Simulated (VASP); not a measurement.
# HC12 in VASP: notebook

Runs on HC12. Level: LDA. Tasks: single point.

All numbers are computed with VASP 6.6.1; they aren't measurements. Logs are shortened: lines on timing, memory, paths and dates and some standing lists are left out, and cuts for length are marked.

### Step 1. The cell of the first run

The cell holds a slab with vacuum, 26 atoms: a = 4.889 Å, b = 7.202 Å, c = 22.768 Å, α = 90.00°, β = 90.00°, γ = 109.84°.

### Step 2. Single point, LDA

INCAR

```
SYSTEM = HC12
PREC     = Accurate       ! precision mode
ENCUT    = 520            ! plane-wave cutoff, eV
EDIFF    = 1E-6           ! SCF threshold, eV
ISMEAR   = 0              ! smearing method
SIGMA    = 0.05           ! smearing width, eV
LREAL    = Auto         
LASPH    = .TRUE.         ! aspherical terms in the spheres
NELM     = 60             ! most SCF steps
ALGO     = Normal         ! electronic algorithm
ISIF     = 2              ! what is computed and relaxed
LWAVE    = .FALSE.        ! write WAVECAR
LCHARG   = .FALSE.        ! write CHGCAR
LDIPOL   = .TRUE.       
IDIPOL   = 3            
DIPOL    = 0.5 0.5 0.300
GGA      = CA             ! functional
NBANDS   = 68             ! bands
```

KPOINTS

```
Automatic mesh
0
G
  6 4 1
  0 0 0
```

POSCAR

```
HC12
1.0
    4.8892663280      0.0000000000      0.0000000000
   -2.4446331640      6.7739291692      0.0000000000
    0.0000000000      0.0000000000     22.7684096771
C H
24 2
Direct
    0.4020794403      0.3041588806      0.1756820110
    0.4020794403      0.8041588805      0.1756820110
    0.9020794403      0.3041588806      0.1756820110
    0.9020794403      0.8041588805      0.1756820110
    0.1630408159      0.3260816317      0.2059829668
    0.1630408159      0.8260816317      0.2059829668
    0.6630408159      0.3260816317      0.2059829668
    0.6630408159      0.8260816317      0.2059829668
    0.1846395683      0.3692791367      0.2666259491
    0.1846395683      0.8692791367      0.2666259491
    0.6846395683      0.3692791367      0.2666259491
    0.6846395683      0.8692791367      0.2666259491
    0.4461625696      0.3923265051      0.2960492075
    0.4461625696      0.8923265051      0.2960492075
    0.9461625696      0.3923265051      0.2960492075
    0.9461625696      0.8923265051      0.2960492075
    0.4715644646      0.4431294558      0.3591099590
    0.4715644646      0.9431294558      0.3591099590
    0.9715644646      0.4431294558      0.3591099590
    0.9715644646      0.9431294558      0.3591099590
    0.2327030006      0.4654044969      0.3851129614
    0.2327030006      0.9654044969      0.3851129614
    0.7327030006      0.4654044969      0.3851129614
    0.7327030006      0.9654044969      0.3851129614
    0.2327030006      0.9133323862      0.5168744697
    0.2327030006      1.0174766075      0.5168744697
```

Potentials or basis: VASP PAW LDA potentials, release 64 (C, H).

Command:

```console
$ cat potpaw_LDA.64/C/POTCAR potpaw_LDA.64/H/POTCAR > POTCAR
$ mpirun -np 1 vasp_std > vasp.out
```

OUTCAR:

```text
SYSTEM = HC12
   PREC = Accurate
   ENCUT = 520
   EDIFF = 1E-6
   ISMEAR = 0
   LREAL = Auto
   LASPH = .TRUE.
   NELM = 60
   ISIF = 2
   GGA = CA

 ion  position               nearest neighbor table
   1  0.402  0.304  0.176-   5 1.41   7 1.41
   2  0.402  0.804  0.176-   8 1.41   6 1.41
   3  0.902  0.304  0.176-   7 1.41   5 1.41
   4  0.902  0.804  0.176-   6 1.41   8 1.41
   5  0.163  0.326  0.206-   1 1.41   3 1.41   9 1.41
   6  0.163  0.826  0.206-   4 1.41   2 1.41  10 1.41
   7  0.663  0.326  0.206-   3 1.41   1 1.41  11 1.41
   8  0.663  0.826  0.206-   2 1.41   4 1.41  12 1.41
   9  0.185  0.369  0.267-  13 1.40  15 1.40   5 1.41
  10  0.185  0.869  0.267-  14 1.40  16 1.40   6 1.41
[... 8 lines left out ...]
  19  0.972  0.443  0.359-  23 1.37  21 1.37  15 1.48
  20  0.972  0.943  0.359-  24 1.37  22 1.37  16 1.48
  21  0.233  0.465  0.385-  17 1.37  19 1.37
  22  0.233  0.965  0.385-  18 1.37  20 1.37
  23  0.733  0.465  0.385-  19 1.37  17 1.37
  24  0.733  0.965  0.385-  20 1.37  18 1.37
  25  0.233  0.913  0.517-  26 0.75
  26  0.233  0.017  0.517-  25 0.75

  LATTYP: Found a base centered orthorhombic cell.
 ALAT       =     4.8892663280
 B/A-ratio  =     2.7709389159
 C/A-ratio  =     4.6568151845

  Lattice vectors:

 A1 = (   2.4446331640,  -6.7739291692,   0.0000000000)
 A2 = (   2.4446331640,   6.7739291692,   0.0000000000)
 A3 = (   0.0000000000,   0.0000000000,  22.7684096771)

Analysis of symmetry for initial positions (statically):
=====================================================================
 Subroutine PRICEL returns:
 Original cell was already a primitive cell.

 Routine SETGRP: Setting up the symmetry group for a
 base centered orthorhombic supercell.

 Subroutine GETGRP returns: Found  1 space group operations
 (whereof  1 operations were pure point group operations)
 out of a pool of  8 trial point group operations.

The static configuration has the point symmetry C_1 .

Analysis of symmetry for dynamics (positions and initial velocities):
=====================================================================
 Subroutine PRICEL returns:
 Original cell was already a primitive cell.

 Routine SETGRP: Setting up the symmetry group for a
 base centered orthorhombic supercell.

 Subroutine GETGRP returns: Found  1 space group operations
 (whereof  1 operations were pure point group operations)
 out of a pool of  8 trial point group operations.

The dynamic configuration has the point symmetry C_1 .

 Subroutine INISYM returns: Found  1 space group operations
 (whereof  1 operations are pure point group operations),
 and found     1 'primitive' translations

----------------------------------------------------------------------------------------

                                     Primitive cell

  volume of cell :     754.0793

  direct lattice vectors                    reciprocal lattice vectors
     4.889266328  0.000000000  0.000000000     0.204529664  0.073812405  0.000000000
    -2.444633164  6.773929169  0.000000000     0.000000000  0.147624809  0.000000000
     0.000000000  0.000000000 22.768409677     0.000000000  0.000000000  0.043920503

  length of vectors
     4.889266328  7.201551756 22.768409677     0.217441152  0.147624809  0.043920503

  position of ions in fractional coordinates (direct lattice)
     0.402079440  0.304158881  0.175682011
     0.402079440  0.804158880  0.175682011
     0.902079440  0.304158881  0.175682011
     0.902079440  0.804158880  0.175682011
     0.163040816  0.326081632  0.205982967
     0.163040816  0.826081632  0.205982967
[... 18 lines left out ...]
     0.232703001  0.913332386  0.516874470
     0.232703001  0.017476608  0.516874470

  ion indices of the primitive-cell ions
   primitive index   ion index
                 1           1
                 2           2
                 3           3
                 4           4
                 5           5
[... 55 lines left out ...]
|        The reciprocal lattice is base centered orthorhombic,                |
|        whereas your k-lattice is simple monoclinic.                         |
|                                                                             |
|     Results are often still useful ...                                      |
|                                                                             |
 -----------------------------------------------------------------------------

 WARNING: IBZKPT: internal override: KBLOWUP is changed to .FALSE.
      ... skipping the blow-up phase ...

 Subroutine IBZKPT returns following result:
 ===========================================

 Found     14 irreducible k-points:

 Following reciprocal coordinates:
            Coordinates               Weight
  0.000000  0.000000  0.000000      1.000000
  0.166667  0.000000  0.000000      2.000000
  0.333333  0.000000  0.000000      2.000000
  0.500000  0.000000  0.000000      1.000000
  0.000000  0.250000  0.000000      2.000000
  0.166667  0.250000  0.000000      2.000000
  0.333333  0.250000  0.000000      2.000000
  0.500000  0.250000  0.000000      2.000000
 -0.333333  0.250000  0.000000      2.000000
 -0.166667  0.250000  0.000000      2.000000
  0.000000  0.500000  0.000000      1.000000
  0.166667  0.500000  0.000000      2.000000
  0.333333  0.500000  0.000000      2.000000
  0.500000  0.500000  0.000000      1.000000
   k-points           NKPTS =     14   k-points in BZ     NKDIM =     14   number of bands    NBANDS=     68
   number of dos      NEDOS =    301   number of ions     NIONS =     26
   total plane-waves  NPLWV = 349920
   dimension x,y,z NGX =    36 NGY =   54 NGZ =  180
   dimension x,y,z NGXF=    72 NGYF=  108 NGZF=  360
   ions per type =              24   2
   NGX,Y,Z   is equivalent  to a cutoff of  12.24, 12.47, 13.14 a.u.
   NGXF,Y,Z  is equivalent  to a cutoff of  24.48, 24.93, 26.29 a.u.
 SYSTEM =  HC12
   PREC   = accura    normal or accurate (medium, high low for compatibility)
   ISTART =      0    job   : 0-new  1-cont  2-samecut
   ICHARG =      2    charge: 1-file 2-atom 10-const
   ISPIN  =      1    spin polarized calculation?
   LNONCOLLINEAR =      F non collinear calculations
   LSORBIT =      F    spin-orbit coupling
   LASPH  =      T    aspherical Exc in radial PAW
   ENCUT  =  520.0 eV  38.22 Ry    6.18 a.u.   9.09 13.39 42.33*2*pi/ulx,y,z
   NELM   =     60;   NELMIN=  2; NELMDL= -5     # of ELM steps
   EDIFF  = 0.1E-05   stopping-criterion for ELM
   LREAL  =      T    real-space projection
   EDIFFG = 0.1E-04   stopping-criterion for IOM
   NSW    =      0    number of steps for IOM
   IBRION =     -1    ionic relax: 0-MD 1-quasi-New 2-CG
   NFREE  =      0    steps in history (QN), initial steepest desc. (CG)
   ISIF   =      2    stress and relaxation
   ISYM   =      2    0-nonsym 1-usesym 2-fastsym
   POTIM  = 0.5000    time-step for ionic-motion
   TEBEG  =    0.0;   TEEND  =   0.0 temperature during run
   PSTRESS=    0.0 pullay stress
   NELECT =      98.0000    total number of electrons
   NUPDOWN=      -1.0000    fix difference up-down
   EMIN   =  10.00;   EMAX   =-10.00  energy-range for DOS
   EFERMI =   0.00;   METHOD = LEGACY
   ISMEAR =     0;   SIGMA  =   0.05  broadening in eV -4-tet -1-fermi 0-gaus
   EFERMI_NEDOS =   21; number of points for ismear=-14 and -15
   IALGO  =     38    algorithm
   IMIX   =      4    mixing-type and parameters
     AMIX     =   0.40;   BMIX     =  1.00
     AMIX_MAG =   1.60;   BMIX_MAG =  1.00
  volume/ion in A,a.u.               =      29.00       195.72
  Fermi-wavevector in a.u.,A,eV,Ry     =   0.829235  1.567028  9.355793  0.687631
  Thomas-Fermi vector in A             =   1.941748
   LORBIT       =      0    0 simple, 1 ext, 2 COOP (PROOUT), +10 PAW based schemes
   GGA     = CA    functional components
   LHFCALC =     F    Hartree Fock is set to
   AEXX    =    0.0000 exact exchange contribution
   IVDW    =     0    specifies the selected vdW correction
   LEPSILON=     F    determine dielectric tensor
   LRPA    =     F    only Hartree local field effects (RPA)
 non-spin polarized calculation
 Gauss-broadening in eV      SIGMA  =   0.05
  energy-cutoff  :      520.00
  volume of cell :      754.08
 maximum number of plane-waves:     20327
   NGX = 19   NGY = 27   NGZ = 85

 dipolmoment           0.000000      0.000000      0.035459 electrons x Angstroem

 number of electron      98.0000001 magnetization

 dipolmoment           0.000000      0.000000     -0.123536 electrons x Angstroem

 Free energy of the ion-electron system (eV)
  ---------------------------------------------------
  ext. energy  EPLUGINS =         0.00000000
  ---------------------------------------------------
  free energy    TOTEN  =      -221.43536690 eV

  energy without entropy =     -221.40995130  energy(sigma->0) =     -221.42265910

 E-fermi :  -3.6472     XC(G=0):  -3.9771

 val. band max:       -3.6548397037   @ k =   0.3333   0.5000   0.0000
 cond. band min:      -3.6302113752   @ k =   0.3333   0.0000   0.0000
 fundamental gap:      0.0246283285
 Fermi energy:        -3.6471943781

 k-point     1 :       0.0000    0.0000    0.0000
  band No.  band energies     occupation
      1     -22.5719      2.00000
      2     -22.2432      2.00000
      3     -20.8229      2.00000
      4     -20.5602      2.00000
      5     -18.3342      2.00000
      6     -18.1941      2.00000
[... 885 lines left out ...]
     60       2.1011      0.00000
     61       2.1251      0.00000
 [bands above 61 left out]

------------------------ aborting loop because EDIFF is reached ----------------------------------------

 vacuum level on the upper side and lower side of the slab       (xc-potential included)        -0.405         0.245

  FORCE on cell =-STRESS in cart. coord.  units (eV):
  Direction    XX          YY          ZZ          XY          YZ          ZX
  --------------------------------------------------------------------------------------
  -------------------------------------------------------------------------------------
  Total        1.8481804     -1.0440702      4.5976782     -0.1310357      1.7411672     -0.0108448
  in kB        3.9267920     -2.2183151      9.7685951     -0.2784090      3.6994232     -0.0230417
  external PRESSURE =       3.8256906 kB  Pullay stress =       0.0000000 kB

 VOLUME and BASIS-vectors are now :
 -----------------------------------------------------------------------------
  energy-cutoff  :      520.00
  volume of cell :      754.08
      direct lattice vectors                 reciprocal lattice vectors
     4.889266328  0.000000000  0.000000000     0.204529664  0.073812405  0.000000000
    -2.444633164  6.773929169  0.000000000     0.000000000  0.147624809  0.000000000
     0.000000000  0.000000000 22.768409677     0.000000000  0.000000000  0.043920503

 POSITION                                       TOTAL-FORCE (eV/Angst)
 -----------------------------------------------------------------------------------
      1.22232      2.06035      4.00000         0.001728      0.296600      1.828186
      0.00000      5.44732      4.00000         0.013030      0.291382      1.802872
      3.66695      2.06035      4.00000         0.002644      0.295748      1.826479
      2.44463      5.44732      4.00000        -0.008697      0.291301      1.802858
      0.00000      2.20885      4.68990         0.000074     -0.704813     -3.476476
     -1.22232      5.59582      4.68990        -0.000637     -0.703216     -3.448239
[... 18 lines left out ...]
     -1.09502      6.18685     11.76841         0.216660     -0.587005     -0.031754
      1.09502      0.11839     11.76841        -0.215428      0.584030     -0.041897
 -----------------------------------------------------------------------------------
    total drift:                               -0.009833      0.010942      0.023016

  FREE ENERGIE OF THE ION-ELECTRON SYSTEM (eV)
  ---------------------------------------------------
  free  energy   TOTEN  =      -221.4353668973 eV

  energy  without entropy=     -221.4099512960  energy(sigma->0) =     -221.42265910

 vacuum level on the upper side and lower side of the slab         2.778         3.425
```

Run time: 15 min. Hardware: 1 thread of Intel Xeon 6975P-C (Granite Rapids), shared host; peak memory 0.8 GiB.

Results:

```yaml
Free_energy: -221.4354 eV
Largest_force: 3.548 eV/Å
Band_gap_on_the_k_mesh: zero (band 49 reaches -3.61 eV, above the bottom of band 50 at -3.66 eV)
```

Forces in eV/Å, atoms in the order of the input:
```
C    0.002  0.297  1.828
C    0.013  0.291  1.803
C    0.003  0.296  1.826
C   -0.009  0.291  1.803
C    0.000 -0.705 -3.476
C   -0.001 -0.703 -3.448
C   -0.001 -0.705 -3.477
C   -0.001 -0.698 -3.435
C   -0.002  0.395  1.552
C   -0.003  0.392  1.533
C   -0.003  0.395  1.551
C   -0.002  0.395  1.546
C    0.002 -0.005  0.018
C   -0.012  0.002  0.031
C    0.000 -0.001  0.017
C    0.015  0.002  0.030
C    0.002 -0.063 -0.041
C    0.009 -0.056  0.006
C    0.002 -0.062 -0.044
C   -0.005 -0.057  0.004
C   -0.004  0.081  0.129
C   -0.004  0.060  0.036
C   -0.002  0.079  0.121
C   -0.001  0.080  0.161
H    0.217 -0.587 -0.032
H   -0.215  0.584 -0.042
```

Levels at points of the mesh, in eV from the Fermi level:
| k point | band 47 | band 48 | band 49 | band 50 | band 51 | band 52 |
| --- | --- | --- | --- | --- | --- | --- |
| (0.00, 0.00, 0.00) | -0.26 | -0.26 | -0.19 | 0.36 | 0.38 | 0.40 |
| (0.50, 0.00, 0.00) | -0.14 | -0.05 | -0.04 | 0.03 | 0.03 | 0.14 |
| (0.00, 0.50, 0.00) | -0.36 | -0.26 | -0.26 | 0.41 | 0.42 | 0.59 |
| (0.50, 0.50, 0.00) | -0.14 | -0.05 | -0.04 | 0.03 | 0.03 | 0.14 |

### Step 3. Single point, LDA

INCAR

```
SYSTEM = HC12
ALGO = Normal ; DIPOL = 0.5 0.5 0.292
EDIFF = 1E-6 ; ENCUT = 520
IDIPOL = 3 ; ISIF = 2
ISMEAR = 0 ; LASPH = .True.
LCHARG = .False. ; LDIPOL = .True.
LREAL = Auto ; LWAVE = .False.
NBANDS = 68 ; NELM = 80
PREC = Accurate ; SIGMA = 0.05
```

KPOINTS

```
k-points
0
Gamma
  6 4 1
  0 0 0
```

Changes to POSCAR since step 2:

```diff
@@ -32,3 +32,3 @@
     0.7327030006      0.9654044969      0.3851129614
-    0.2327030006      0.9133323862      0.5168744697
-    0.2327030006      1.0174766075      0.5168744697
+    0.2327030006      0.8834082800      0.4189317485
+    0.2327030006      1.0474007138      0.4189317485
```

Potentials or basis: VASP PAW LDA potentials, release 64 (C, H).

Command:

```console
$ cat potpaw_LDA.64/C/POTCAR potpaw_LDA.64/H/POTCAR > POTCAR
$ mpirun -np 1 vasp_std > vasp.out
```

Wall time 17 min (1 thread of Intel Xeon 6975P-C (Granite Rapids), shared host); peak memory 0.81 GiB.

It converged, with:

```
Free energy            : -223.1491 eV
Largest force          : 7.418 eV/Å
Band gap on the k mesh : zero (band 49 reaches -3.25 eV, above the bottom of band 50 at -3.27 eV)
```

Forces in eV/Å, atoms in the order of the input:
```
C    0.006  0.303  1.763
C    0.308  0.348  1.924
C   -0.003  0.279  1.758
C   -0.307  0.336  1.923
C    0.006 -0.691 -3.391
C    0.000 -0.783 -3.599
C   -0.006 -0.690 -3.378
C   -0.001 -0.631 -3.127
C   -0.018  0.398  1.499
C   -0.022  0.365  1.279
C    0.012  0.396  1.492
C    0.021  0.280  1.195
C    0.012 -0.003  0.095
C    0.487  0.158  1.076
C   -0.007  0.068  0.071
C   -0.553  0.239  1.018
C    0.004 -0.103 -0.292
C    3.528  0.399 -3.415
C    0.005 -0.118 -0.368
C   -3.366 -1.361 -3.271
C   -0.021  0.203  0.374
C   -0.336  0.226 -4.626
C    0.012  0.177  0.312
C    0.107  0.047  0.234
H    0.523 -5.485  4.966
H   -0.390  5.639  4.489
```

Levels at points of the mesh, in eV from the Fermi level:
```
           k point  band 45  band 46  band 47  band 48  band 49  band 50  band 51  band 52  band 53  band 54
(0.00, 0.00, 0.00)    -0.60    -0.43    -0.30    -0.27    -0.26     0.17     0.35     0.63     0.67     0.74
(0.50, 0.00, 0.00)    -1.44    -0.20    -0.14    -0.09    -0.04     0.00     0.07     0.11     1.16     2.79
(0.00, 0.50, 0.00)    -0.46    -0.42    -0.40    -0.29    -0.27     0.28     0.40     0.55     0.81     0.82
(0.50, 0.50, 0.00)    -1.44    -0.21    -0.15    -0.10    -0.04     0.00     0.07     0.11     1.17     2.78
```
